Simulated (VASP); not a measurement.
# SrHf (F-43m) in VASP: notebook

Runs on SrHf. Level: PBE. Tasks: single point, relaxation of cell and atoms.

All numbers are computed with VASP 6.6.1; they aren't measurements. Logs are shortened: lines on timing, memory, paths and dates and some standing lists are left out, and cuts for length are marked.

### Step 1. The cell of the first run

It takes space group F-43m (No. 216, cubic). The conventional cell has a = 6.308 Å, b = 6.308 Å, c = 6.308 Å, α = 90.00°, β = 90.00°, γ = 90.00°. Within 3.6 Å of Sr (site symmetry -43m) lie 4 Hf at 2.73 Å. Hf (site symmetry -43m) has 4 Sr at 2.73 Å within 3.6 Å.

### Step 2. Single point, PBE

Contents of INCAR:

```
SYSTEM = SrHf
ALGO = Normal ; EDIFF = 1E-6
ENCUT = 500 ; GGA = PE
GGA_COMPAT = .False. ; ISIF = 2
ISMEAR = 0 ; LASPH = .True.
LCHARG = .False. ; LREAL = .False.
LWAVE = .False. ; NBANDS = 17
NELM = 120 ; PREC = Accurate
SIGMA = 0.1
```

Contents of KPOINTS:

```
k-points
0
Gamma
  6 6 6
  0 0 0
```

Contents of POSCAR:

```
SrHf
1.0
    0.0000000000      3.1542006800      3.1542006800
    3.1542006800      0.0000000000      3.1542006800
    3.1542006800      3.1542006800      0.0000000000
Sr Hf
1 1
Direct
    0.0000000000      0.0000000000      0.0000000000
    0.7500000000      0.7500000000      0.7500000000
```

Potentials or basis: VASP PAW PBE potentials, release 64 (Sr_sv, Hf_pv).

Launch:

```bash
cat potpaw_PBE.64/Sr_sv/POTCAR potpaw_PBE.64/Hf_pv/POTCAR > POTCAR
mpirun -np 1 vasp_std > vasp.out
```

OUTCAR:

```text
SYSTEM = SrHf
   EDIFF = 1E-6
   ENCUT = 500
   GGA = PE
   ISIF = 2
   ISMEAR = 0
   LASPH = .True.
   LREAL = .False.
   NELM = 120
   PREC = Accurate

 ion  position               nearest neighbor table
   1  0.000  0.000  0.000-   2 2.73   2 2.73   2 2.73   2 2.73
   2  0.750  0.750  0.750-   1 2.73   1 2.73   1 2.73   1 2.73

  LATTYP: Found a face centered cubic cell.
 ALAT       =     6.3084013600

  Lattice vectors:

 A1 = (   0.0000000000,   3.1542006800,   3.1542006800)
 A2 = (   3.1542006800,   0.0000000000,   3.1542006800)
 A3 = (   3.1542006800,   3.1542006800,   0.0000000000)

Analysis of symmetry for initial positions (statically):
=====================================================================
 Subroutine PRICEL returns:
 Original cell was already a primitive cell.

 Routine SETGRP: Setting up the symmetry group for a
 face centered cubic supercell.

 Subroutine GETGRP returns: Found 24 space group operations
 (whereof 24 operations were pure point group operations)
 out of a pool of 48 trial point group operations.

The static configuration has the point symmetry T_d .

Analysis of symmetry for dynamics (positions and initial velocities):
=====================================================================
 Subroutine PRICEL returns:
 Original cell was already a primitive cell.

 Routine SETGRP: Setting up the symmetry group for a
 face centered cubic supercell.

 Subroutine GETGRP returns: Found 24 space group operations
 (whereof 24 operations were pure point group operations)
 out of a pool of 48 trial point group operations.

The dynamic configuration has the point symmetry T_d .

 Subroutine INISYM returns: Found 24 space group operations
 (whereof 24 operations are pure point group operations),
 and found     1 'primitive' translations

----------------------------------------------------------------------------------------

                                     Primitive cell

  volume of cell :      62.7622

  direct lattice vectors                    reciprocal lattice vectors
     0.000000000  3.154200680  3.154200680    -0.158518766  0.158518766  0.158518766
     3.154200680  0.000000000  3.154200680     0.158518766 -0.158518766  0.158518766
     3.154200680  3.154200680  0.000000000     0.158518766  0.158518766 -0.158518766

  length of vectors
     4.460713380  4.460713380  4.460713380     0.274562557  0.274562557  0.274562557

[... 70 lines left out ...]
   NELM   =    120;   NELMIN=  2; NELMDL= -5     # of ELM steps
   EDIFF  = 0.1E-05   stopping-criterion for ELM
   LREAL  =      F    real-space projection
   EDIFFG = 0.1E-04   stopping-criterion for IOM
   NSW    =      0    number of steps for IOM
   IBRION =     -1    ionic relax: 0-MD 1-quasi-New 2-CG
   NFREE  =      0    steps in history (QN), initial steepest desc. (CG)
   ISIF   =      2    stress and relaxation
   ISYM   =      2    0-nonsym 1-usesym 2-fastsym
   POTIM  = 0.5000    time-step for ionic-motion
   TEBEG  =    0.0;   TEEND  =   0.0 temperature during run
   PSTRESS=    0.0 pullay stress
   NELECT =      20.0000    total number of electrons
   NUPDOWN=      -1.0000    fix difference up-down
   EMIN   =  10.00;   EMAX   =-10.00  energy-range for DOS
   EFERMI =   0.00;   METHOD = LEGACY
   ISMEAR =     0;   SIGMA  =   0.10  broadening in eV -4-tet -1-fermi 0-gaus
   EFERMI_NEDOS =   21; number of points for ismear=-14 and -15
   IALGO  =     38    algorithm
   IMIX   =      4    mixing-type and parameters
     AMIX     =   0.40;   BMIX     =  1.00
     AMIX_MAG =   1.60;   BMIX_MAG =  1.00
  volume/ion in A,a.u.               =      31.38       211.77
  Fermi-wavevector in a.u.,A,eV,Ry     =   1.118198  2.113088 17.012283  1.250368
  Thomas-Fermi vector in A             =   2.254827
   LORBIT       =      0    0 simple, 1 ext, 2 COOP (PROOUT), +10 PAW based schemes
   GGA     = PE    functional components
   LHFCALC =     F    Hartree Fock is set to
   AEXX    =    0.0000 exact exchange contribution
   IVDW    =     0    specifies the selected vdW correction
   LEPSILON=     F    determine dielectric tensor
   LRPA    =     F    only Hartree local field effects (RPA)
 non-spin polarized calculation
 Gauss-broadening in eV      SIGMA  =   0.10
  energy-cutoff  :      500.00
  volume of cell :       62.76
 maximum number of plane-waves:      1639
 NGX is ok and might be reduce to    36
   NGX = 17   NGY = 17   NGZ = 17

 number of electron      20.0000001 magnetization

 Free energy of the ion-electron system (eV)
  ---------------------------------------------------
  ext. energy  EPLUGINS =         0.00000000
  ---------------------------------------------------
  free energy    TOTEN  =        -5.52827564 eV

  energy without entropy =       -5.51738988  energy(sigma->0) =       -5.52283276

 E-fermi :   2.5630     XC(G=0):  -9.3523

 val. band max:        2.5626728510   @ k =   0.3333   0.3333   0.0000
 cond. band min:       2.5962803407   @ k =  -0.3333   0.5000   0.1667
 fundamental gap:      0.0336074897
 Fermi energy:         2.5629679618

 k-point     1 :       0.0000    0.0000    0.0000
  band No.  band energies     occupation
      1     -32.5521      2.00000
      2     -28.9023      2.00000
      3     -28.9023      2.00000
      4     -28.9023      2.00000
      5     -14.7754      2.00000
      6     -14.7754      2.00000
[... 297 lines left out ...]
      4     -28.7911      2.00000
      5     -14.8929      2.00000
      6     -14.7512      2.00000
[... 9 lines left out ...]
     16       7.3617      0.00000
     17       8.6756      0.00000

------------------------ aborting loop because EDIFF is reached ----------------------------------------

  FORCE on cell =-STRESS in cart. coord.  units (eV):
  Direction    XX          YY          ZZ          XY          YZ          ZX
  --------------------------------------------------------------------------------------
  -------------------------------------------------------------------------------------
  Total        3.9556376      3.9556376      3.9556376      0.0000000     -0.0000000      0.0000000
  in kB      100.9785472    100.9785472    100.9785472      0.0000000     -0.0000000      0.0000000
  external PRESSURE =     100.9785472 kB  Pullay stress =       0.0000000 kB

 VOLUME and BASIS-vectors are now :
 -----------------------------------------------------------------------------
  energy-cutoff  :      500.00
  volume of cell :       62.76
      direct lattice vectors                 reciprocal lattice vectors
     0.000000000  3.154200680  3.154200680    -0.158518766  0.158518766  0.158518766
     3.154200680  0.000000000  3.154200680     0.158518766 -0.158518766  0.158518766
     3.154200680  3.154200680  0.000000000     0.158518766  0.158518766 -0.158518766

 POSITION                                       TOTAL-FORCE (eV/Angst)
 -----------------------------------------------------------------------------------
      0.00000      0.00000      0.00000        -0.000000     -0.000000      0.000000
      4.73130      4.73130      4.73130         0.000000      0.000000     -0.000000
 -----------------------------------------------------------------------------------
    total drift:                               -0.000000     -0.000000     -0.000000

  FREE ENERGIE OF THE ION-ELECTRON SYSTEM (eV)
  ---------------------------------------------------
  free  energy   TOTEN  =        -5.5282756392 eV

  energy  without entropy=       -5.5173898793  energy(sigma->0) =       -5.52283276
```

stdout:

```text
POSCAR found type information on POSCAR SrHf
 POSCAR found :  2 types and       2 ions
 scaLAPACK will be used
 LDA part: xc-table for (Slater+PW92), standard interpolation
 POSCAR, INCAR and KPOINTS ok, starting setup
 FFT: planning ... GRIDC
 FFT: planning ... GRID_SOFT
 FFT: planning ... GRID
 WAVECAR not read
 entering main loop
```

Wall time 14 s (1 thread of AMD EPYC 9R45 (Zen 5), shared host); peak memory 0.17 GiB.

What came out:

* Free energy: -5.5283 eV
* Pressure: 10.1 GPa
* Band gap on the k mesh: zero (band 10 reaches 2.81 eV, above the bottom of band 11 at 2.34 eV)

Levels at points of the mesh, in eV from the Fermi level:
```csv
k point,band 6,band 7,band 8,band 9,band 10,band 11,band 12,band 13,band 14,band 15
"(0.00, 0.00, 0.00)",-17.34,-17.34,-4.14,-0.19,-0.19,1.03,1.03,1.03,3.28,3.28
"(0.50, 0.00, 0.00)",-17.31,-17.31,-1.61,-0.70,-0.14,-0.14,0.79,0.79,1.55,4.57
"(0.50, 0.50, 0.00)",-17.28,-17.28,-1.47,-1.25,0.15,0.85,0.85,1.48,1.49,4.60
```

Caveat: spin-orbit coupling is left out, which moves the levels of the heavy elements.

### Step 3. Single point, PBE

This run uses another cell than the first one, of 43.05 Å³/atom, 1.372 times its volume.

Contents of INCAR:

```
SYSTEM = SrHf
ALGO = Normal
EDIFF = 1E-6
ENCUT = 500
GGA = PE
GGA_COMPAT = .False.
ISIF = 2
ISMEAR = 0
LASPH = .True.
LCHARG = .False.
LREAL = .False.
LWAVE = .False.
NBANDS = 17
NELM = 120
PREC = Accurate
SIGMA = 0.1
```

KPOINTS is that of step 2.

Contents of POSCAR:

```
SrHf
1.0
    0.0000000000      3.5047526210      3.5047526210
    3.5047526210      0.0000000000      3.5047526210
    3.5047526210      3.5047526210      0.0000000000
Sr Hf
1 1
Direct
    0.0000000000      0.0000000000      0.0000000000
    0.7500000000      0.7500000000      0.7500000000
```

Potentials or basis: VASP PAW PBE potentials, release 64 (Sr_sv, Hf_pv).

Launch:

```bash
cat potpaw_PBE.64/Sr_sv/POTCAR potpaw_PBE.64/Hf_pv/POTCAR > POTCAR
mpirun -np 1 vasp_std > vasp.out
```

OUTCAR:

```text
SYSTEM = SrHf
   EDIFF = 1E-6
   ENCUT = 500
   GGA = PE
   ISIF = 2
   ISMEAR = 0
   LASPH = .True.
   LREAL = .False.
   NELM = 120
   PREC = Accurate

 ion  position               nearest neighbor table
   1  0.000  0.000  0.000-   2 3.04   2 3.04   2 3.04   2 3.04
   2  0.750  0.750  0.750-   1 3.04   1 3.04   1 3.04   1 3.04

  LATTYP: Found a face centered cubic cell.
 ALAT       =     7.0095052420

  Lattice vectors:

 A1 = (   0.0000000000,   3.5047526210,   3.5047526210)
[... 494 lines left out ...]

------------------------ aborting loop because EDIFF is reached ----------------------------------------

  FORCE on cell =-STRESS in cart. coord.  units (eV):
  Direction    XX          YY          ZZ          XY          YZ          ZX
  --------------------------------------------------------------------------------------
  -------------------------------------------------------------------------------------
  Total        0.1818081      0.1818081      0.1818081      0.0000000      0.0000000      0.0000000
  in kB        3.3831533      3.3831533      3.3831533      0.0000000      0.0000000      0.0000000
  external PRESSURE =       3.3831533 kB  Pullay stress =       0.0000000 kB

 VOLUME and BASIS-vectors are now :
 -----------------------------------------------------------------------------
  energy-cutoff  :      500.00
  volume of cell :       86.10
      direct lattice vectors                 reciprocal lattice vectors
     0.000000000  3.504752621  3.504752621    -0.142663421  0.142663421  0.142663421
     3.504752621  0.000000000  3.504752621     0.142663421 -0.142663421  0.142663421
     3.504752621  3.504752621  0.000000000     0.142663421  0.142663421 -0.142663421

 POSITION                                       TOTAL-FORCE (eV/Angst)
 -----------------------------------------------------------------------------------
      0.00000      0.00000      0.00000         0.000000      0.000000      0.000000
      5.25713      5.25713      5.25713        -0.000000     -0.000000     -0.000000
 -----------------------------------------------------------------------------------
    total drift:                               -0.000000     -0.000000     -0.000000

  FREE ENERGIE OF THE ION-ELECTRON SYSTEM (eV)
  ---------------------------------------------------
  free  energy   TOTEN  =        -6.1788467699 eV

  energy  without entropy=       -6.1667701020  energy(sigma->0) =       -6.17280844
```

stdout:

```text
POSCAR found type information on POSCAR SrHf
 POSCAR found :  2 types and       2 ions
 scaLAPACK will be used
 LDA part: xc-table for (Slater+PW92), standard interpolation
 POSCAR, INCAR and KPOINTS ok, starting setup
 FFT: planning ... GRIDC
 FFT: planning ... GRID_SOFT
 FFT: planning ... GRID
 WAVECAR not read
 entering main loop
```

Wall time 14 s (1 thread of AMD EPYC 9R45 (Zen 5), shared host); peak memory 0.18 GiB.

What came out:

| Quantity | Value |
| --- | --- |
| Free energy | -6.1788 eV |
| Pressure | 0.3 GPa |
| Band gap on the k mesh | zero (band 10 reaches 1.55 eV, above the bottom of band 11 at 1.22 eV) |

Caveat: spin-orbit coupling is left out, which moves the levels of the heavy elements.

### Step 4. Relaxation of cell and atoms, PBE

Contents of INCAR:

```
PREC = Accurate
ENCUT = 500
EDIFF = 1E-7
ISMEAR = 0
SIGMA = 0.1
LREAL = False
LASPH = True
NELM = 120
ALGO = Normal
ISIF = 3
LWAVE = False
LCHARG = False
GGA = PE
IBRION = 2
NSW = 90
EDIFFG = -0.04
GGA_COMPAT = False
NELMIN = 4
```

Contents of KPOINTS:

```
regular mesh
0
Gamma
  6 6 6
```

Contents of POSCAR:

```
SrHf
1.0
    0.0000000000      3.1542006800      3.1542006800
    3.1542006800      0.0000000000      3.1542006800
    3.1542006800      3.1542006800      0.0000000000
Sr Hf
1 1
Direct
    0.0000000000      0.0000000000      0.0000000000
    0.7500000000      0.7500000000      0.7500000000
```

Launch:

```bash
cat potpaw_PBE.64/Sr_sv/POTCAR potpaw_PBE.64/Hf_pv/POTCAR > POTCAR
mpirun -np 1 vasp_std > vasp.out
```

Run time: 51 s. Hardware: 1 thread of AMD EPYC 9R45 (Zen 5), shared host; peak memory 0.19 GiB.

It converged, with:

```yaml
Free_energy: -6.1755 eV
Relaxed_volume: 43.92 Å³/atom
Relaxed_cell: a = 4.990 Å, b = 4.990 Å, c = 4.990 Å, α = 60.00°, β = 60.00°, γ = 60.00°
Space_group_after_relaxing_to_0.05_Å: F-43m (No. 216)
Energy_gained_by_relaxing: 323.6 meV/atom
Ionic_steps: 4
Pressure_after_relaxing: 0.1 GPa
Band_gap_on_the_k_mesh: zero (band 10 reaches 1.48 eV, above the bottom of band 11 at 1.15 eV)
```

The path:
| step | energy change (eV) | largest force (eV/Å) | pressure (GPa) | volume (Å³) |
| --- | --- | --- | --- | --- |
| 1 | 0.0000 | 0.0000 | 10.10 | 62.76 |
| 2 | -0.6300 | 0.0000 | 1.10 | 82.50 |
| 3 | -0.6463 | 0.0000 | 0.22 | 86.69 |
| 4 | -0.6473 | 0.0000 | 0.06 | 87.84 |

Final structure:
```
Sr Hf
1.0
     0.00000    3.52821    3.52821
     3.52821    0.00000    3.52821
     3.52821    3.52821    0.00000
Sr Hf
1 1
Cartesian
  3.5282 7.0564 3.5282
  5.2923 5.2923 5.2923
```

Levels at points of the mesh, in eV from the Fermi level:
```csv
k point,band 7,band 8,band 9,band 10,band 11,band 12,band 13,band 14
"(0.00, 0.00, 0.00)",-17.77,-4.05,-0.02,-0.02,0.46,0.46,0.46,2.33
"(0.50, 0.00, 0.00)",-17.76,-2.30,-0.52,-0.03,-0.03,0.41,0.50,0.50
"(0.50, 0.50, 0.00)",-17.76,-1.30,-0.90,-0.83,0.15,0.59,0.59,1.03
```

Caveat: the volume moved by over 15 % at a fixed basis, so the end points are rough; spin-orbit coupling is left out, which moves the levels of the heavy elements.

### Step 5. Summary

```csv
task,cell,gap on the mesh (eV),pressure (GPa)
single point,"a = 4.461 Å, angles 60.0°, 2 atoms",none,10.1
single point,"a = 4.956 Å, angles 60.0°, 2 atoms",none,0.3
relaxation of cell and atoms,"relaxed from a = 4.461 Å, angles 60.0°, 2 atoms",none,0.1
```

Alike in all rows: level PBE; potentials or basis VASP PAW PBE potentials, release 64 (Sr_sv, Hf_pv); no spin polarisation; k mesh 6 × 6 × 6; cutoff (eV) 500; smearing gaussian 0.1 eV.

Caveats: spin-orbit coupling is left out, which moves the levels of the heavy elements; the volume moved by over 15 % at a fixed basis, so the end points are rough (some runs).

Absolute energies hang on the potentials; compare differences alone.
